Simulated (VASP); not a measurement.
# BaZrO3 (Pm-3m) in VASP: further runs, part 2 of 2

VASP 6.6.1.

## (3) Relaxation of cell and atoms, r2SCAN

This run uses another cell than the first one, of 14.73 Å³/atom.

POSCAR reads:

```
BaZrO3
1.0
    4.1913400000      0.0000000000      0.0000000000
    0.0000000000      4.1913400000      0.0000000000
    0.0000000000      0.0000000000      4.1913400000
Ba Zr O
1 1 3
Direct
    0.0000000000      0.0000000000      0.0000000000
    0.5000000000      0.5000000000      0.5000000000
    0.0000000000      0.5000000000      0.5000000000
    0.5000000000      0.0000000000      0.5000000000
    0.5000000000      0.5000000000      0.0000000000
```

INCAR.step1 reads:

```
PREC = Accurate
ENCUT = 600
ISMEAR = 0
SIGMA = 0.01
LREAL = F
LASPH = T
NELM = 60
GGA = PE
ALGO = Normal
EDIFF = 1E-4
LWAVE = T
LCHARG = F
```

INCAR.step2 reads:

```
PREC = Accurate
ENCUT = 600
EDIFF = 1E-7
ISMEAR = 0
SIGMA = 0.01
LREAL = F
LASPH = T
NELM = 60
ALGO = Normal
ISIF = 3
LWAVE = F
LCHARG = F
METAGGA = R2SCAN
LMIXTAU = T
IBRION = 2
NSW = 80
EDIFFG = -0.002
ISTART = 1
```

KPOINTS reads:

```
Automatic mesh
0
Gamma
  8 8 8
```

Potentials or basis: VASP PAW PBE potentials, release 64 (Ba_sv, Zr_sv, O).

Command:

```bash
$ cat potpaw_PBE.64/Ba_sv/POTCAR potpaw_PBE.64/Zr_sv/POTCAR potpaw_PBE.64/O/POTCAR > POTCAR
$ cp INCAR.step1 INCAR
$ mpirun -np 1 vasp_std > vasp.out
$ cp INCAR.step2 INCAR
$ mpirun -np 1 vasp_std > vasp.out
```

OUTCAR:

```text
PREC = Accurate
   ENCUT = 600
   EDIFF = 1E-7
   ISMEAR = 0
   LREAL = F
   LASPH = T
   NELM = 60
   ISIF = 3
   METAGGA = R2SCAN
   IBRION = 2
   NSW = 80
   EDIFFG = -0.002
   ISTART = 1

 ion  position               nearest neighbor table
   1  0.000  0.000  0.000-   3 2.96   4 2.96   5 2.96   3 2.96   4 2.96   3 2.96   5 2.96   3 2.96
                             4 2.96   5 2.96   4 2.96   5 2.96   2 3.63   2 3.63   2 3.63   2 3.63
   2  0.500  0.500  0.500-   3 2.10   4 2.10   5 2.10   5 2.10   4 2.10   3 2.10   1 3.63   1 3.63
                             1 3.63   1 3.63   1 3.63   1 3.63   1 3.63   1 3.63
   3  0.000  0.500  0.500-   2 2.10   2 2.10   1 2.96   1 2.96   1 2.96   1 2.96
   4  0.500  0.000  0.500-   2 2.10   2 2.10   1 2.96   1 2.96   1 2.96   1 2.96
   5  0.500  0.500  0.000-   2 2.10   2 2.10   1 2.96   1 2.96   1 2.96   1 2.96

  LATTYP: Found a simple cubic cell.
 ALAT       =     4.1913400000

  Lattice vectors:

 A1 = (   4.1913400000,   0.0000000000,   0.0000000000)
 A2 = (   0.0000000000,   4.1913400000,   0.0000000000)
 A3 = (   0.0000000000,   0.0000000000,   4.1913400000)

Analysis of symmetry for initial positions (statically):
=====================================================================
 Subroutine PRICEL returns:
 Original cell was already a primitive cell.

 Routine SETGRP: Setting up the symmetry group for a
 simple cubic supercell.

 Subroutine GETGRP returns: Found 48 space group operations
 (whereof 48 operations were pure point group operations)
 out of a pool of 48 trial point group operations.

The static configuration has the point symmetry O_h .

Analysis of symmetry for dynamics (positions and initial velocities):
=====================================================================
 Subroutine PRICEL returns:
 Original cell was already a primitive cell.

 Routine SETGRP: Setting up the symmetry group for a
 simple cubic supercell.

 Subroutine GETGRP returns: Found 48 space group operations
 (whereof 48 operations were pure point group operations)
 out of a pool of 48 trial point group operations.

[... 136 lines left out ...]
   LRPA    =     F    only Hartree local field effects (RPA)
 conjugate gradient relaxation of ions
 non-spin polarized calculation
 Gauss-broadening in eV      SIGMA  =   0.01
  energy-cutoff  :      600.00
  volume of cell :       73.63
 maximum number of plane-waves:      2517
 NGX is ok and might be reduce to    36
   NGX = 17   NGY = 17   NGZ = 17

--------------------------------------- Ionic step        1  -------------------------------------------

 number of electron      40.0000010 magnetization

 Free energy of the ion-electron system (eV)
  ---------------------------------------------------
  ext. energy  EPLUGINS =         0.00000000
  ---------------------------------------------------
  free energy    TOTEN  =       -85.10431987 eV

  energy without entropy =      -85.10431987  energy(sigma->0) =      -85.10431987

------------------------ aborting loop because EDIFF is reached ----------------------------------------

  FORCE on cell =-STRESS in cart. coord.  units (eV):
  Direction    XX          YY          ZZ          XY          YZ          ZX
  --------------------------------------------------------------------------------------
  -------------------------------------------------------------------------------------
  Total        1.1705229      1.1705229      1.1705229     -0.0000000     -0.0000000      0.0000000
  in kB       25.4701677     25.4701677     25.4701677     -0.0000000     -0.0000000      0.0000000
  external PRESSURE =      25.4701677 kB  Pullay stress =       0.0000000 kB
[... 65 lines left out ...]
--------------------------------------- Ionic step        3  -------------------------------------------

 number of electron      40.0000018 magnetization

 Free energy of the ion-electron system (eV)
  ---------------------------------------------------
  ext. energy  EPLUGINS =         0.00000000
  ---------------------------------------------------
  free energy    TOTEN  =       -85.11315969 eV

  energy without entropy =      -85.11315969  energy(sigma->0) =      -85.11315969

 E-fermi :   3.5274     XC(G=0): -11.3070

 val. band max:        3.3757509797   @ k =   0.5000   0.5000   0.5000
 cond. band min:       7.0427848388   @ k =   0.0000   0.0000   0.0000
 fundamental gap:      3.6670338591
 Fermi energy:         3.5273687280

 k-point     1 :       0.0000    0.0000    0.0000
  band No.  band energies     occupation
      1     -45.2340      2.00000
      2     -22.6680      2.00000
      3     -22.6562      2.00000
      4     -22.6562      2.00000
      5     -22.6562      2.00000
      6     -13.9409      2.00000
[... 637 lines left out ...]
     23      10.1377      0.00000
     24      10.6363      0.00000

 [... further k-points ...]

------------------------ aborting loop because EDIFF is reached ----------------------------------------

  FORCE on cell =-STRESS in cart. coord.  units (eV):
  Direction    XX          YY          ZZ          XY          YZ          ZX
  --------------------------------------------------------------------------------------
  -------------------------------------------------------------------------------------
  Total        0.0060394      0.0060394      0.0060394     -0.0000000      0.0000000     -0.0000000
  in kB        0.1294316      0.1294316      0.1294316     -0.0000000      0.0000000     -0.0000000
  external PRESSURE =       0.1294316 kB  Pullay stress =       0.0000000 kB
[... 20 lines left out ...]
  FREE ENERGIE OF THE ION-ELECTRON SYSTEM (eV)
  ---------------------------------------------------
  free  energy   TOTEN  =       -85.1131596938 eV

  energy  without entropy=      -85.1131596938  energy(sigma->0) =      -85.11315969

 reached required accuracy - stopping structural energy minimisation
```

OUTCAR.step1:

```text
PREC = Accurate
   ENCUT = 600
   ISMEAR = 0
   LREAL = F
[... 883 lines left out ...]
      2.09567      2.09567      2.09567         0.000000      0.000000      0.000000
      0.00000      2.09567      2.09567         0.000000      0.000000      0.000000
      2.09567      0.00000      2.09567         0.000000      0.000000      0.000000
      2.09567      2.09567      0.00000         0.000000      0.000000      0.000000
 -----------------------------------------------------------------------------------
    total drift:                                0.000000      0.000000      0.000000

  FREE ENERGIE OF THE ION-ELECTRON SYSTEM (eV)
  ---------------------------------------------------
  free  energy   TOTEN  =       -41.6939947950 eV

  energy  without entropy=      -41.6939947950  energy(sigma->0) =      -41.69399480
```

OSZICAR.step1:

```text
N       E                     dE             d eps       ncg     rms          rms(c)
DAV:   1     0.362996920542E+03    0.36300E+03   -0.24142E+04  1680   0.183E+03
DAV:   2    -0.264045371012E+02   -0.38940E+03   -0.38300E+03  2176   0.414E+02
DAV:   3    -0.486387412977E+02   -0.22234E+02   -0.22212E+02  2776   0.993E+01
DAV:   4    -0.492483424568E+02   -0.60960E+00   -0.60946E+00  2400   0.129E+01
DAV:   5    -0.492617938415E+02   -0.13451E-01   -0.13451E-01  2480   0.141E+00    0.289E+01
DAV:   6    -0.416886106491E+02    0.75732E+01   -0.47199E+01  2112   0.449E+01    0.130E+01
DAV:   7    -0.417070107978E+02   -0.18400E-01   -0.36119E+00  2488   0.108E+01    0.761E+00
DAV:   8    -0.416956536681E+02    0.11357E-01   -0.35864E-01  2232   0.472E+00    0.769E-01
DAV:   9    -0.416926990959E+02    0.29546E-02   -0.71957E-02  2264   0.156E+00    0.454E-01
DAV:  10    -0.416943579182E+02   -0.16588E-02   -0.17641E-02  2216   0.118E+00    0.254E-01
DAV:  11    -0.416939451951E+02    0.41272E-03   -0.25052E-03  2176   0.433E-01    0.367E-02
DAV:  12    -0.416939947950E+02   -0.49600E-04   -0.17071E-04  1856   0.106E-01
   1 F= -.41693995E+02 E0= -.41693995E+02  d E =-.132258E-29
```

It took 4.9 min on 1 thread of Intel Xeon 6975P-C (Granite Rapids), shared host; peak memory 0.29 GiB.

Results:

| Item | Value |
| --- | --- |
| Free energy | -85.1132 eV |
| Relaxed volume | 14.95 Å³/atom |
| Relaxed cell | a = 4.213 Å, b = 4.213 Å, c = 4.213 Å, α = 90.00°, β = 90.00°, γ = 90.00° |
| Space group after relaxing (to 0.1 Å) | Pm-3m (No. 221) |
| Energy gained by relaxing | 1.8 meV/atom |
| Ionic steps | 3 |
| Pressure after relaxing | 0.0 GPa |
| Band gap on the k mesh | 3.67 eV (least direct gap 3.93 eV) |

Step by step:
```
step  energy change (eV)  largest force (eV/Å)  pressure (GPa)  volume (Å³)
   1              0.0000                0.0000            2.55        73.63
   2              0.0040                0.0000           -2.89        76.15
   3             -0.0088                0.0000            0.01        74.76
```

Final structure:
```
Ba Zr O
1.0
     4.21264    0.00000    0.00000
     0.00000    4.21264    0.00000
     0.00000    0.00000    4.21264
Ba Zr O
1 1 3
Direct
  0.00000 0.00000 0.00000
  0.50000 0.50000 0.50000
  0.00000 0.50000 0.50000
  0.50000 0.00000 0.50000
  0.50000 0.50000 0.00000
```

Levels at points of the mesh, in eV from the valence-band top:
| k point | band 17 | band 18 | band 19 | band 20 | band 21 | band 22 | band 23 | band 24 |
| --- | --- | --- | --- | --- | --- | --- | --- | --- |
| (0.00, 0.00, 0.00) | -0.99 | -0.26 | -0.26 | -0.26 | 3.67 | 3.67 | 3.67 | 5.15 |
| (0.50, 0.00, 0.00) | -1.71 | -1.65 | -0.50 | -0.50 | 4.09 | 6.12 | 6.12 | 6.91 |
| (0.50, 0.50, 0.00) | -0.94 | -0.94 | -0.86 | -0.07 | 6.09 | 6.09 | 6.90 | 7.05 |
| (0.50, 0.50, 0.50) | -2.55 | 0.00 | 0.00 | 0.00 | 6.56 | 6.56 | 6.56 | 7.41 |

Caveat: the PAW data sets were made with another functional, which shifts forces and pressure a little; spin-orbit coupling is left out, which moves the levels of the heavy elements. Zero-point motion and thermal expansion aren't in these numbers.
